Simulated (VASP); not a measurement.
# AlGa3N4 (P1) in VASP: single point with PBEsol

Aim: the single point of AlGa3N4 with PBEsol.

All numbers are computed with VASP 6.6.1; they aren't measurements. Logs are shortened: lines on timing, memory, paths and dates and some standing lists are left out, and cuts for length are marked.

## Step 1: The cell of the first run

The typed cell holds 16 atoms: a = 8.946 Å, b = 4.473 Å, c = 4.473 Å, α = 90.00°, β = 90.00°, γ = 90.00°.

## Step 2: Single point, PBEsol, collinear spin

Input file INCAR:

```
ALGO = Normal ; EDIFF = 1E-6
ENCUT = 600 ; GGA = PS
GGA_COMPAT = F ; ISIF = 2
ISMEAR = -1 ; ISPIN = 2
LASPH = T ; LCHARG = F
LORBIT = 11 ; LREAL = F
LWAVE = F ; MAGMOM = 0.062 0.062 0.062 0.062 0.062 0.062 0.062 0.062 0.062 0.062 0.062 0.062 0.062 0.062 0.062 0.062
NBANDS = 80 ; NELM = 200
PREC = Accurate ; SIGMA = 0.05
```

Input file KPOINTS:

```
Automatic mesh
0
Gamma
  2 2 2
  0.5 0.5 0.5
```

Input file POSCAR:

```
AlGa3N4
1.0
    8.9456740000      0.0000000000      0.0000000000
    0.0000000000      4.4728370000      0.0000000000
    0.0000000000      0.0000000000      4.4728370000
Al Ga N
2 6 8
Direct
    0.0060000000      0.0033050000      0.0035500000
    0.2481950000      0.9940380000      0.5089590000
    0.4971740000      0.9910000000      0.0050720000
    0.2532000000      0.5022010000      0.9971760000
    0.7490080000      0.5065230000      0.0027750000
    0.7509280000      0.0017620000      0.4973090000
    0.9983410000      0.4955680000      0.4990410000
    0.5036630000      0.5001810000      0.4943120000
    0.1267060000      0.2502310000      0.2478840000
    0.6241000000      0.2450080000      0.2439360000
    0.3734820000      0.7515830000      0.2549430000
    0.8739630000      0.7495800000      0.2489140000
    0.3766860000      0.2464980000      0.7486340000
    0.8735450000      0.2553640000      0.7501670000
    0.1254290000      0.7540470000      0.7501600000
    0.6251240000      0.7421710000      0.7552970000
```

Potentials or basis: VASP PAW PBE potentials, release 64 (Al, Ga_d, N).

Run with:

```sh
> cat potpaw_PBE.64/Al/POTCAR potpaw_PBE.64/Ga_d/POTCAR potpaw_PBE.64/N/POTCAR > POTCAR
> mpirun -np 1 vasp_std > vasp.out
```

OUTCAR:

```text
EDIFF = 1E-6
   ENCUT = 600
   GGA = PS
   ISIF = 2
   ISMEAR = -1
   ISPIN = 2
   LASPH = T
   LORBIT = 11
   LREAL = F
   NELM = 200
   PREC = Accurate

 ion  position               nearest neighbor table
   1  0.006  0.003  0.004-   9 1.89  15 1.92  12 1.97  14 1.99   2 3.10   7 3.12   2 3.13   4 3.14

   2  0.248  0.994  0.509-  15 1.88  11 1.93  13 1.94   9 1.96   1 3.10   4 3.10   1 3.13
   3  0.497  0.991  0.005-  11 1.90  10 1.93  13 1.95  16 1.95
   4  0.253  0.502  0.997-  11 1.93  13 1.94  15 1.95   9 1.95   2 3.10   1 3.14
   5  0.749  0.507  0.003-  16 1.89  12 1.91  14 1.94  10 1.94
   6  0.751  0.002  0.497-  12 1.93  10 1.94  14 1.94  16 1.99
   7  0.998  0.496  0.499-  14 1.91  12 1.94   9 1.95  15 1.97   1 3.12
   8  0.504  0.500  0.494-  16 1.93  10 1.93  11 1.94  13 1.97
   9  0.127  0.250  0.248-   1 1.89   7 1.95   4 1.95   2 1.96
  10  0.624  0.245  0.244-   8 1.93   3 1.93   6 1.94   5 1.94
  11  0.373  0.752  0.255-   3 1.90   2 1.93   4 1.93   8 1.94
  12  0.874  0.750  0.249-   5 1.91   6 1.93   7 1.94   1 1.97
  13  0.377  0.246  0.749-   2 1.94   4 1.94   3 1.95   8 1.97
  14  0.874  0.255  0.750-   7 1.91   6 1.94   5 1.94   1 1.99
  15  0.125  0.754  0.750-   2 1.88   1 1.92   4 1.95   7 1.97
  16  0.625  0.742  0.755-   5 1.89   8 1.93   3 1.95   6 1.99

  LATTYP: Found a simple tetragonal cell.
 ALAT       =     4.4728370000
 C/A-ratio  =     2.0000000000

  Lattice vectors:

 A1 = (   0.0000000000,   4.4728370000,   0.0000000000)
 A2 = (   0.0000000000,   0.0000000000,   4.4728370000)
 A3 = (   8.9456740000,   0.0000000000,   0.0000000000)

Analysis of symmetry for initial positions (statically):
=====================================================================
 Subroutine PRICEL returns:
 Original cell was already a primitive cell.

 Routine SETGRP: Setting up the symmetry group for a
 simple tetragonal supercell.

 Subroutine GETGRP returns: Found  1 space group operations
 (whereof  1 operations were pure point group operations)
 out of a pool of 16 trial point group operations.

The static configuration has the point symmetry C_1 .

Analysis of symmetry for dynamics (positions and initial velocities):
=====================================================================
 Subroutine PRICEL returns:
 Original cell was already a primitive cell.

 Routine SETGRP: Setting up the symmetry group for a
 simple tetragonal supercell.

 Subroutine GETGRP returns: Found  1 space group operations
 (whereof  1 operations were pure point group operations)
 out of a pool of 16 trial point group operations.

The dynamic configuration has the point symmetry C_1 .

Analysis of structural, dynamic, and magnetic symmetry:
=====================================================================
 Subroutine PRICEL returns:
 Original cell was already a primitive cell.

 Routine SETGRP: Setting up the symmetry group for a
 simple tetragonal supercell.

 Subroutine GETGRP returns: Found  1 space group operations
 (whereof  1 operations were pure point group operations)
 out of a pool of 16 trial point group operations.

The overall configuration has the point symmetry C_1 .

 Subroutine INISYM returns: Found  1 space group operations
 (whereof  1 operations are pure point group operations),
 and found     1 'primitive' translations

----------------------------------------------------------------------------------------

                                     Primitive cell

  volume of cell :     178.9696

  direct lattice vectors                    reciprocal lattice vectors
     8.945674000  0.000000000  0.000000000     0.111785875  0.000000000  0.000000000
     0.000000000  4.472837000  0.000000000     0.000000000  0.223571751  0.000000000
     0.000000000  0.000000000  4.472837000     0.000000000  0.000000000  0.223571751

  length of vectors
     8.945674000  4.472837000  4.472837000     0.111785875  0.223571751  0.223571751

  position of ions in fractional coordinates (direct lattice)
     0.006000000  0.003305000  0.003550000
     0.248195000  0.994038000  0.508959000
[... 67 lines left out ...]
   number of dos      NEDOS =    301   number of ions     NIONS =     16
   total plane-waves  NPLWV =  93312
   dimension x,y,z NGX =    72 NGY =   36 NGZ =   36
   dimension x,y,z NGXF=   144 NGYF=   72 NGZF=   72
   ions per type =               2   6   8
   NGX,Y,Z   is equivalent  to a cutoff of  13.38, 13.38, 13.38 a.u.
   NGXF,Y,Z  is equivalent  to a cutoff of  26.76, 26.76, 26.76 a.u.
 SYSTEM =  unknown system
   PREC   = accura    normal or accurate (medium, high low for compatibility)
   ISTART =      0    job   : 0-new  1-cont  2-samecut
   ICHARG =      2    charge: 1-file 2-atom 10-const
   ISPIN  =      2    spin polarized calculation?
   LNONCOLLINEAR =      F non collinear calculations
   LSORBIT =      F    spin-orbit coupling
   LASPH  =      T    aspherical Exc in radial PAW
   ENCUT  =  600.0 eV  44.10 Ry    6.64 a.u.  17.87  8.93  8.93*2*pi/ulx,y,z
   NELM   =    200;   NELMIN=  2; NELMDL= -5     # of ELM steps
   EDIFF  = 0.1E-05   stopping-criterion for ELM
   LREAL  =      F    real-space projection
   EDIFFG = 0.1E-04   stopping-criterion for IOM
   NSW    =      0    number of steps for IOM
   IBRION =     -1    ionic relax: 0-MD 1-quasi-New 2-CG
   NFREE  =      0    steps in history (QN), initial steepest desc. (CG)
   ISIF   =      2    stress and relaxation
   ISYM   =      2    0-nonsym 1-usesym 2-fastsym
   POTIM  = 0.5000    time-step for ionic-motion
   TEBEG  =    0.0;   TEEND  =   0.0 temperature during run
   PSTRESS=    0.0 pullay stress
   NELECT =     124.0000    total number of electrons
   NUPDOWN=      -1.0000    fix difference up-down
   EMIN   =  10.00;   EMAX   =-10.00  energy-range for DOS
   EFERMI =   0.00;   METHOD = LEGACY
   ISMEAR =    -1;   SIGMA  =   0.05  broadening in eV -4-tet -1-fermi 0-gaus
   EFERMI_NEDOS =   21; number of points for ismear=-14 and -15
   IALGO  =     38    algorithm
   IMIX   =      4    mixing-type and parameters
     AMIX     =   0.40;   BMIX     =  1.00
     AMIX_MAG =   1.60;   BMIX_MAG =  1.00
  volume/ion in A,a.u.               =      11.19        75.48
  Fermi-wavevector in a.u.,A,eV,Ry     =   1.448624  2.737502 28.551980  2.098511
  Thomas-Fermi vector in A             =   2.566444
   LORBIT       =     11    0 simple, 1 ext, 2 COOP (PROOUT), +10 PAW based schemes
   GGA     = PS    functional components
   LHFCALC =     F    Hartree Fock is set to
   AEXX    =    0.0000 exact exchange contribution
   IVDW    =     0    specifies the selected vdW correction
   LEPSILON=     F    determine dielectric tensor
   LRPA    =     F    only Hartree local field effects (RPA)
 spin polarized calculation
  energy-cutoff  :      600.00
  volume of cell :      178.97
 maximum number of plane-waves:      5979
 NGX is ok and might be reduce to    72
   NGX = 35   NGY = 17   NGZ = 17

 number of electron     124.0000007 magnetization      -0.0099743

 number of electron     124.0000007 magnetization       0.0000352

 Free energy of the ion-electron system (eV)
  ---------------------------------------------------
  ext. energy  EPLUGINS =         0.00000000
  ---------------------------------------------------
  free energy    TOTEN  =      -109.51405085 eV

  energy without entropy =     -109.51405085  energy(sigma->0) =     -109.51405085

 E-fermi :   6.3700     XC(G=0): -11.7206

 val. band max:        5.1856144764   @ k =   0.2500   0.2500   0.2500
 cond. band min:       9.7006893090   @ k =   0.2500  -0.2500  -0.2500
 fundamental gap:      4.5150748326
 Fermi energy:         6.3700467800

 spin component 1

 k-point     1 :       0.2500    0.2500    0.2500
  band No.  band energies     occupation
      1      -9.9265      1.00000
      2      -9.6099      1.00000
      3      -9.4045      1.00000
      4      -9.3698      1.00000
      5      -9.1834      1.00000
      6      -9.1538      1.00000
[... 297 lines left out ...]
     73      13.1664      0.00000
     74      13.3524      0.00000
 Fermi energy:         6.3700467800

 spin component 2

 k-point     1 :       0.2500    0.2500    0.2500
  band No.  band energies     occupation
      1      -9.9265      1.00000
      2      -9.6099      1.00000
      3      -9.4045      1.00000
      4      -9.3698      1.00000
      5      -9.1834      1.00000
      6      -9.1538      1.00000
[... 297 lines left out ...]
     73      13.1664      0.00000
     74      13.3524      0.00000
 [bands above 74 left out]

------------------------ aborting loop because EDIFF is reached ----------------------------------------

  FORCE on cell =-STRESS in cart. coord.  units (eV):
  Direction    XX          YY          ZZ          XY          YZ          ZX
  --------------------------------------------------------------------------------------
  -------------------------------------------------------------------------------------
  Total       -1.2231869     -0.3047541     -0.0973391      0.2476401      0.2668328      0.1024581
  in kB      -10.9502544     -2.7282299     -0.8714024      2.2169320      2.3887498      0.9172285
  external PRESSURE =      -4.8499622 kB  Pullay stress =       0.0000000 kB

 VOLUME and BASIS-vectors are now :
 -----------------------------------------------------------------------------
  energy-cutoff  :      600.00
  volume of cell :      178.97
      direct lattice vectors                 reciprocal lattice vectors
     8.945674000  0.000000000  0.000000000     0.111785875  0.000000000  0.000000000
     0.000000000  4.472837000  0.000000000     0.000000000  0.223571751  0.000000000
     0.000000000  0.000000000  4.472837000     0.000000000  0.000000000  0.223571751

 POSITION                                       TOTAL-FORCE (eV/Angst)
 -----------------------------------------------------------------------------------
      0.05367      0.01478      0.01588        -0.992810     -0.099318     -0.279578
      2.22027      4.44617      2.27649         0.419593      0.654795     -0.582754
      4.44756      4.43258      0.02269         0.324652      0.485765     -0.515483
      2.26504      2.24626      4.46021        -0.136975     -0.281893      0.086027
      6.70038      2.26559      0.01241         0.200160     -0.692728     -0.126232
      6.71756      0.00788      2.22438        -0.222685     -0.086459      0.445771
[... 8 lines left out ...]
      1.12205      3.37273      3.35534        -0.206116      0.404876      0.120645
      5.59216      3.31961      3.37832        -0.175251      0.761390     -0.579472
 -----------------------------------------------------------------------------------
    total drift:                               -0.000347      0.000167      0.000099

  FREE ENERGIE OF THE ION-ELECTRON SYSTEM (eV)
  ---------------------------------------------------
  free  energy   TOTEN  =      -109.5140508488 eV

  energy  without entropy=     -109.5140508488  energy(sigma->0) =     -109.51405085

 total charge

# of ion       s       p       d       tot
------------------------------------------
    1        0.366   0.410   0.000   0.776
    2        0.368   0.421   0.000   0.788
    3        0.795   0.943  10.199  11.937
    4        0.789   0.922  10.188  11.900
    5        0.797   0.958  10.209  11.965
    6        0.792   0.915  10.183  11.890
[... 8 lines left out ...]
   15        1.213   2.551   0.000   3.764
   16        1.212   2.518   0.000   3.730
--------------------------------------------------
tot         15.183  26.651  61.159 102.993

 magnetization (x)

# of ion       s       p       d       tot
------------------------------------------
    1       -0.000  -0.000   0.000  -0.000
    2       -0.000  -0.000   0.000  -0.000
    3       -0.000  -0.000  -0.000  -0.000
    4       -0.000  -0.000  -0.000  -0.000
    5       -0.000  -0.000   0.000  -0.000
    6       -0.000  -0.000  -0.000  -0.000
[... 8 lines left out ...]
   15        0.000   0.000   0.000   0.000
   16        0.000  -0.000   0.000  -0.000
--------------------------------------------------
tot         -0.000   0.000  -0.000  -0.000
```

Run time: 4.9 min. Hardware: 1 thread of AMD EPYC 7R43 (Zen 3), shared host; peak memory 0.36 GiB.

What came out:

| Quantity | Value |
| --- | --- |
| Free energy | -109.5141 eV |
| Pressure | -0.5 GPa |
| Largest force | 1.360 eV/Å |
| Band gap on the k mesh | 4.52 eV |
| Net moment | 0.00 μB per cell |
| Valence electrons inside the program's atomic spheres | Al 0.78, 0.79; Ga 11.94, 11.90, 11.96, 11.89, 11.91 (each value once); N 3.75, 3.73, 3.74, 3.76 (each value once) |

Forces in eV/Å, atoms in the order of the input:
```
Al  -0.993 -0.099 -0.280
Al   0.420  0.655 -0.583
Ga   0.325  0.486 -0.515
Ga  -0.137 -0.282  0.086
Ga   0.200 -0.693 -0.126
Ga  -0.223 -0.086  0.446
Ga   0.189  0.345  0.001
Ga  -0.358 -0.381  0.389
N    0.136 -0.855  0.350
N    0.164  0.125  0.253
N   -0.482  0.148  0.555
N    0.957  0.736 -0.343
N   -0.556 -0.344 -0.449
N    0.739 -0.921  0.675
N   -0.206  0.405  0.121
N   -0.175  0.761 -0.579
```

Caveat: the k points lie up to 0.70 Å⁻¹ apart; the PAW data sets were made with another functional, which shifts forces and pressure a little; a shifted mesh leaves out Γ, where band edges can lie. A k mesh can miss the band edges.
